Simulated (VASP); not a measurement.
# AlAs (F-43m) in VASP: notebook

Aim: see how the results for AlAs move with the level of theory and the settings. Levels: PBE, PBE+D4. Tasks: relaxation of cell and atoms.

Program: VASP 6.6.1. These are calculated values, not measurements. Logs are shortened: lines on timing, memory, paths and dates and some standing lists are left out, and cuts for length are marked.

### Step 1. The cell of the first run

It takes space group F-43m (No. 216, cubic). The conventional cell has a = 5.661 Å, b = 5.661 Å, c = 5.661 Å, α = 90.00°, β = 90.00°, γ = 90.00°. Al (site symmetry -43m) has 4 As at 2.45 Å within 3.2 Å. Within 3.2 Å of As (site symmetry -43m) lie 4 Al at 2.45 Å.

### Step 2. Relaxation of cell and atoms, PBE

The input, INCAR:

```
ALGO = Normal
EDIFF = 1E-7
EDIFFG = -0.01
ENCUT = 500
GGA = PE
GGA_COMPAT = F
IBRION = 2
ISIF = 3
ISMEAR = 0
LASPH = T
LCHARG = F
LREAL = F
LWAVE = F
NELM = 120
NELMIN = 4
NSW = 50
PREC = Accurate
SIGMA = 0.01
```

The input, KPOINTS:

```
k-points
0
Gamma
  6 6 6
```

The input, POSCAR:

```
AlAs
1.0
    0.0000000000      2.8304000000      2.8304000000
    2.8304000000      0.0000000000      2.8304000000
    2.8304000000      2.8304000000      0.0000000000
Al As
1 1
Direct
    0.0000000000      0.0000000000      0.0000000000
    0.2500000000      0.2500000000      0.2500000000
```

Potentials or basis: VASP PAW PBE potentials, release 64 (Al, As).

On the command line:

```
cat potpaw_PBE.64/Al/POTCAR potpaw_PBE.64/As/POTCAR > POTCAR
mpirun -np 1 vasp_std > vasp.out
```

OUTCAR:

```text
EDIFF = 1E-7
   EDIFFG = -0.01
   ENCUT = 500
   GGA = PE
   IBRION = 2
   ISIF = 3
   ISMEAR = 0
   LASPH = T
   LREAL = F
   NELM = 120
   NELMIN = 4
   NSW = 50
   PREC = Accurate

 ion  position               nearest neighbor table
   1  0.000  0.000  0.000-   2 2.45   2 2.45   2 2.45   2 2.45
   2  0.250  0.250  0.250-   1 2.45   1 2.45   1 2.45   1 2.45

  LATTYP: Found a face centered cubic cell.
 ALAT       =     5.6608000000

  Lattice vectors:

 A1 = (   0.0000000000,   2.8304000000,   2.8304000000)
 A2 = (   2.8304000000,   0.0000000000,   2.8304000000)
 A3 = (   2.8304000000,   2.8304000000,   0.0000000000)

Analysis of symmetry for initial positions (statically):
=====================================================================
 Subroutine PRICEL returns:
 Original cell was already a primitive cell.

 Routine SETGRP: Setting up the symmetry group for a
 face centered cubic supercell.

 Subroutine GETGRP returns: Found 24 space group operations
 (whereof 24 operations were pure point group operations)
 out of a pool of 48 trial point group operations.

The static configuration has the point symmetry T_d .

Analysis of symmetry for dynamics (positions and initial velocities):
=====================================================================
 Subroutine PRICEL returns:
 Original cell was already a primitive cell.

 Routine SETGRP: Setting up the symmetry group for a
 face centered cubic supercell.

 Subroutine GETGRP returns: Found 24 space group operations
 (whereof 24 operations were pure point group operations)
 out of a pool of 48 trial point group operations.

The dynamic configuration has the point symmetry T_d .

 Subroutine INISYM returns: Found 24 space group operations
 (whereof 24 operations are pure point group operations),
 and found     1 'primitive' translations

----------------------------------------------------------------------------------------

                                     Primitive cell

  volume of cell :      45.3496

  direct lattice vectors                    reciprocal lattice vectors
     0.000000000  2.830400000  2.830400000    -0.176653477  0.176653477  0.176653477
     2.830400000  0.000000000  2.830400000     0.176653477 -0.176653477  0.176653477
     2.830400000  2.830400000  0.000000000     0.176653477  0.176653477 -0.176653477

  length of vectors
     4.002790067  4.002790067  4.002790067     0.305972797  0.305972797  0.305972797

  position of ions in fractional coordinates (direct lattice)
     0.000000000  0.000000000  0.000000000
     0.250000000  0.250000000  0.250000000

  ion indices of the primitive-cell ions
   primitive index   ion index
                 1           1
                 2           2

----------------------------------------------------------------------------------------

 KPOINTS: k-points

Automatic generation of k-mesh.
 Grid dimensions read from file:
 generate k-points for:    6    6    6

 Generating k-lattice:

  Cartesian coordinates                     Fractional coordinates (reciprocal lattice)
    -0.029442246  0.029442246  0.029442246     0.166666667  0.000000000  0.000000000
     0.029442246 -0.029442246  0.029442246     0.000000000  0.166666667  0.000000000
     0.029442246  0.029442246 -0.029442246     0.000000000  0.000000000  0.166666667

  Length of vectors
     0.050995466  0.050995466  0.050995466

  Shift w.r.t. Gamma in fractional coordinates (k-lattice)
     0.000000000  0.000000000  0.000000000

 Subroutine IBZKPT returns following result:
 ===========================================

 Found     16 irreducible k-points:

 Following reciprocal coordinates:
            Coordinates               Weight
  0.000000  0.000000  0.000000      1.000000
  0.166667  0.000000  0.000000      8.000000
  0.333333  0.000000  0.000000      8.000000
  0.500000  0.000000  0.000000      4.000000
  0.166667  0.166667  0.000000      6.000000
  0.333333  0.166667  0.000000     24.000000
[... 8 lines left out ...]
 -0.333333  0.333333  0.166667     24.000000
 -0.333333  0.500000  0.166667     12.000000
   k-points           NKPTS =     16   k-points in BZ     NKDIM =     16   number of bands    NBANDS=      8
   number of dos      NEDOS =    301   number of ions     NIONS =      2
   total plane-waves  NPLWV =  27000
   dimension x,y,z NGX =    30 NGY =   30 NGZ =   30
   dimension x,y,z NGXF=    60 NGYF=   60 NGZF=   60
   ions per type =               1   1
   NGX,Y,Z   is equivalent  to a cutoff of  12.46, 12.46, 12.46 a.u.
   NGXF,Y,Z  is equivalent  to a cutoff of  24.92, 24.92, 24.92 a.u.
 SYSTEM =  unknown system
   PREC   = accura    normal or accurate (medium, high low for compatibility)
   ISTART =      0    job   : 0-new  1-cont  2-samecut
   ICHARG =      2    charge: 1-file 2-atom 10-const
   ISPIN  =      1    spin polarized calculation?
   LNONCOLLINEAR =      F non collinear calculations
   LSORBIT =      F    spin-orbit coupling
   LASPH  =      T    aspherical Exc in radial PAW
   ENCUT  =  500.0 eV  36.75 Ry    6.06 a.u.   7.30  7.30  7.30*2*pi/ulx,y,z
   NELM   =    120;   NELMIN=  4; NELMDL= -5     # of ELM steps
   EDIFF  = 0.1E-06   stopping-criterion for ELM
   LREAL  =      F    real-space projection
   EDIFFG = -.1E-01   stopping-criterion for IOM
   NSW    =     50    number of steps for IOM
   IBRION =      2    ionic relax: 0-MD 1-quasi-New 2-CG
   NFREE  =      1    steps in history (QN), initial steepest desc. (CG)
   ISIF   =      3    stress and relaxation
   ISYM   =      2    0-nonsym 1-usesym 2-fastsym
   POTIM  = 0.5000    time-step for ionic-motion
   TEBEG  =    0.0;   TEEND  =   0.0 temperature during run
   PSTRESS=    0.0 pullay stress
   NELECT =       8.0000    total number of electrons
   NUPDOWN=      -1.0000    fix difference up-down
   EMIN   =  10.00;   EMAX   =-10.00  energy-range for DOS
   EFERMI =   0.00;   METHOD = LEGACY
   ISMEAR =     0;   SIGMA  =   0.01  broadening in eV -4-tet -1-fermi 0-gaus
   EFERMI_NEDOS =   21; number of points for ismear=-14 and -15
   IALGO  =     38    algorithm
   IMIX   =      4    mixing-type and parameters
     AMIX     =   0.40;   BMIX     =  1.00
     AMIX_MAG =   1.60;   BMIX_MAG =  1.00
  volume/ion in A,a.u.               =      22.67       153.02
  Fermi-wavevector in a.u.,A,eV,Ry     =   0.918150  1.735052 11.469706  0.843000
  Thomas-Fermi vector in A             =   2.043199
   LORBIT       =      0    0 simple, 1 ext, 2 COOP (PROOUT), +10 PAW based schemes
   GGA     = PE    functional components
   LHFCALC =     F    Hartree Fock is set to
   AEXX    =    0.0000 exact exchange contribution
   IVDW    =     0    specifies the selected vdW correction
   LEPSILON=     F    determine dielectric tensor
   LRPA    =     F    only Hartree local field effects (RPA)
 conjugate gradient relaxation of ions
 non-spin polarized calculation
 Gauss-broadening in eV      SIGMA  =   0.01
  energy-cutoff  :      500.00
  volume of cell :       45.35
 maximum number of plane-waves:      1167
 NGX is ok and might be reduce to    30
   NGX = 15   NGY = 15   NGZ = 15

--------------------------------------- Ionic step        1  -------------------------------------------

 number of electron       8.0000000 magnetization

 Free energy of the ion-electron system (eV)
  ---------------------------------------------------
  ext. energy  EPLUGINS =         0.00000000
  ---------------------------------------------------
  free energy    TOTEN  =        -9.36289696 eV

  energy without entropy =       -9.36289696  energy(sigma->0) =       -9.36289696

 E-fermi :   3.9633     XC(G=0):  -9.0390

 val. band max:        3.8947959369   @ k =   0.0000   0.0000   0.0000
 cond. band min:       5.3261134152   @ k =   0.5000   0.5000   0.0000
 fundamental gap:      1.4313174783
 Fermi energy:         3.9633193149

 k-point     1 :       0.0000    0.0000    0.0000
  band No.  band energies     occupation
      1      -7.9701      2.00000
      2       3.8948      2.00000
      3       3.8948      2.00000
      4       3.8948      2.00000
      5       5.9550      0.00000
      6       8.1782      0.00000
      7       8.1782      0.00000
      8       8.1782      0.00000

 k-point     2 :       0.1667    0.0000    0.0000
  band No.  band energies     occupation
      1      -7.7016      2.00000
      2       1.7984      2.00000
      3       3.6313      2.00000
      4       3.6313      2.00000
      5       6.7211      0.00000
      6       8.6149      0.00000
      7       8.6149      0.00000
      8       9.0897      0.00000

 k-point     3 :       0.3333    0.0000    0.0000
  band No.  band energies     occupation
      1      -7.0219      2.00000
      2      -0.5993      2.00000
      3       3.2305      2.00000
      4       3.2305      2.00000
      5       6.2626      0.00000
      6       8.7529      0.00000
      7       8.7529      0.00000
      8      11.3967      0.00000
[... 190 lines left out ...]
 VOLUME and BASIS-vectors are now :
 -----------------------------------------------------------------------------
  energy-cutoff  :      500.00
  volume of cell :       47.99
      direct lattice vectors                 reciprocal lattice vectors
    -0.000000000  2.884210004  2.884210004    -0.173357696  0.173357696  0.173357696
     2.884210004 -0.000000000  2.884210004     0.173357696 -0.173357696  0.173357696
     2.884210004  2.884210004  0.000000000     0.173357696  0.173357696 -0.173357696

 POSITION                                       TOTAL-FORCE (eV/Angst)
 -----------------------------------------------------------------------------------
      0.00000      0.00000      0.00000        -0.000000      0.000000     -0.000000
      1.44211      1.44211      1.44211         0.000000     -0.000000      0.000000
 -----------------------------------------------------------------------------------
    total drift:                                0.000000      0.000000      0.000000

  FREE ENERGIE OF THE ION-ELECTRON SYSTEM (eV)
  ---------------------------------------------------
  free  energy   TOTEN  =        -9.3742732535 eV

  energy  without entropy=       -9.3742732535  energy(sigma->0) =       -9.37427325

--------------------------------------- Ionic step        3  -------------------------------------------

 number of electron       7.9999999 magnetization

 Free energy of the ion-electron system (eV)
  ---------------------------------------------------
  ext. energy  EPLUGINS =         0.00000000
  ---------------------------------------------------
  free energy    TOTEN  =        -9.37763338 eV

  energy without entropy =       -9.37763338  energy(sigma->0) =       -9.37763338

 E-fermi :   3.6638     XC(G=0):  -8.8918

 val. band max:        3.5778753954   @ k =   0.0000   0.0000   0.0000
 cond. band min:       5.0733531069   @ k =   0.5000   0.5000   0.0000
 fundamental gap:      1.4954777115
 Fermi energy:         3.6637682287

 k-point     1 :       0.0000    0.0000    0.0000
  band No.  band energies     occupation
      1      -8.0788      2.00000
      2       3.5779      2.00000
      3       3.5779      2.00000
      4       3.5779      2.00000
      5       5.3393      0.00000
      6       7.7966      0.00000
      7       7.7966      0.00000
      8       7.7966      0.00000

 k-point     2 :       0.1667    0.0000    0.0000
  band No.  band energies     occupation
      1      -7.8237      2.00000
      2       1.5017      2.00000
      3       3.3240      2.00000
      4       3.3240      2.00000
      5       6.2037      0.00000
      6       8.2200      0.00000
      7       8.2200      0.00000
      8       8.6048      0.00000

 k-point     3 :       0.3333    0.0000    0.0000
  band No.  band energies     occupation
      1      -7.1829      2.00000
      2      -0.8052      2.00000
      3       2.9357      2.00000
      4       2.9357      2.00000
      5       5.7981      0.00000
      6       8.3857      0.00000
      7       8.3857      0.00000
      8      10.8923      0.00000
[... 154 lines left out ...]
 VOLUME and BASIS-vectors are now :
 -----------------------------------------------------------------------------
  energy-cutoff  :      500.00
  volume of cell :       47.10
      direct lattice vectors                 reciprocal lattice vectors
    -0.000000000  2.866429097  2.866429097    -0.174433060  0.174433060  0.174433060
     2.866429097 -0.000000000  2.866429097     0.174433060 -0.174433060  0.174433060
     2.866429097  2.866429097  0.000000000     0.174433060  0.174433060 -0.174433060

 POSITION                                       TOTAL-FORCE (eV/Angst)
 -----------------------------------------------------------------------------------
      0.00000      0.00000      0.00000         0.000000      0.000000      0.000000
      1.43321      1.43321      1.43321        -0.000000     -0.000000     -0.000000
 -----------------------------------------------------------------------------------
    total drift:                               -0.000000     -0.000000     -0.000000

  FREE ENERGIE OF THE ION-ELECTRON SYSTEM (eV)
  ---------------------------------------------------
  free  energy   TOTEN  =        -9.3776333769 eV

  energy  without entropy=       -9.3776333769  energy(sigma->0) =       -9.37763338

 reached required accuracy - stopping structural energy minimisation
```

It took 11 s on 1 thread of Intel Xeon 6975P-C (Granite Rapids), shared host; peak memory 0.16 GiB.

Results:

| Item | Value |
| --- | --- |
| Free energy | -9.3776 eV |
| Relaxed volume | 23.55 Å³/atom |
| Relaxed cell | a = 4.054 Å, b = 4.054 Å, c = 4.054 Å, α = 60.00°, β = 60.00°, γ = 60.00° |
| Space group after relaxing (to 0.05 Å) | F-43m (No. 216) |
| Energy gained by relaxing | 7.4 meV/atom |
| Ionic steps | 3 |
| Pressure after relaxing | 0.0 GPa |
| Band gap on the k mesh | 1.50 eV, indirect (least direct gap 1.76 eV) |

Step by step:
```csv
step,energy change (eV),largest force (eV/Å),pressure (GPa),volume (Å³)
1,0.0000,0.0000,2.78,45.35
2,-0.0114,0.0000,-1.20,47.99
3,-0.0147,0.0000,0.01,47.10
```

Final structure:
```xyz
2
Lattice="0.0000 2.8664 2.8664 2.8664 0.0000 2.8664 2.8664 2.8664 0.0000" Properties=species:S:1:pos:R:3 pbc="T T T"
Al    0.0000    0.0000    0.0000
As    1.4332    1.4332    1.4332
```

### Step 3. Relaxation of cell and atoms, PBE+D4

The input, INCAR:

```
SYSTEM = AlAs
ALGO     = Normal         ! electronic algorithm
EDIFF    = 1E-7           ! SCF threshold, eV
EDIFFG   = -0.01          ! ionic threshold
ENCUT    = 500            ! plane-wave cutoff, eV
GGA      = PE             ! functional
GGA_COMPAT= .False.      
IBRION   = 2              ! ionic algorithm
ISIF     = 3              ! what is computed and relaxed
ISMEAR   = 0              ! smearing method
IVDW     = 13             ! dispersion correction
LASPH    = .True.         ! aspherical terms in the spheres
LCHARG   = .False.        ! write CHGCAR
LREAL    = .False.        ! projectors in reciprocal space
LWAVE    = .False.        ! write WAVECAR
NELM     = 120            ! most SCF steps
NELMIN   = 4            
NSW      = 50             ! ionic steps
PREC     = Accurate       ! precision mode
SIGMA    = 0.01           ! smearing width, eV
```

The input, KPOINTS:

```
k-points
0
Gamma
  6 6 6
  0 0 0
```

POSCAR is that of step 2.

Potentials or basis: VASP PAW PBE potentials, release 64 (Al, As).

On the command line:

```
cat potpaw_PBE.64/Al/POTCAR potpaw_PBE.64/As/POTCAR > POTCAR
mpirun -np 1 vasp_std > vasp.out
```

Run time: 9.4 s. Hardware: 1 thread of Intel Xeon 6975P-C (Granite Rapids), shared host; peak memory 0.16 GiB.

It converged, with:

```yaml
Free_energy: -10.0369 eV
Relaxed_volume: 22.77 Å³/atom
Relaxed_cell: a = 4.008 Å, b = 4.008 Å, c = 4.008 Å, α = 60.00°, β = 60.00°, γ = 60.00°
Space_group_after_relaxing_to_0.05_Å: F-43m (No. 216)
Energy_gained_by_relaxing: 0.1 meV/atom
Ionic_steps: 3
Pressure_after_relaxing: 0.0 GPa
Band_gap_on_the_k_mesh: 1.44 eV, indirect (least direct gap 2.03 eV)
Dispersion_energy_per_atom: -0.335 eV
```

The path:
| step | energy change (eV) | largest force (eV/Å) | pressure (GPa) | volume (Å³) |
| --- | --- | --- | --- | --- |
| 1 | 0.0000 | 0.0000 | 0.32 | 45.35 |
| 2 | -0.0001 | 0.0000 | -0.16 | 45.65 |
| 3 | -0.0002 | 0.0000 | 0.00 | 45.54 |

Final structure:
```yaml
crystal:
  lattice:
    - [0.00000, 2.83441, 2.83441]
    - [2.83441, 0.00000, 2.83441]
    - [2.83441, 2.83441, 0.00000]
  atoms:
    - { symbol: Al, position: [0.00000, 0.00000, 0.00000] }
    - { symbol: As, position: [0.25000, 0.25000, 0.25000] }
```

Levels at points of the mesh, in eV from the valence-band top:
```csv
k point,band 1,band 2,band 3,band 4,band 5,band 6,band 7,band 8
"(0.00, 0.00, 0.00)",-11.84,0.00,0.00,0.00,2.03,4.28,4.28,4.28
"(0.50, 0.00, 0.00)",-10.43,-5.56,-0.82,-0.82,2.13,4.67,4.67,7.74
"(0.50, 0.50, 0.00)",-9.88,-5.42,-2.17,-2.17,1.44,2.29,10.30,10.30
```

A k mesh can miss the band edges. Zero-point motion and thermal expansion aren't in these numbers.
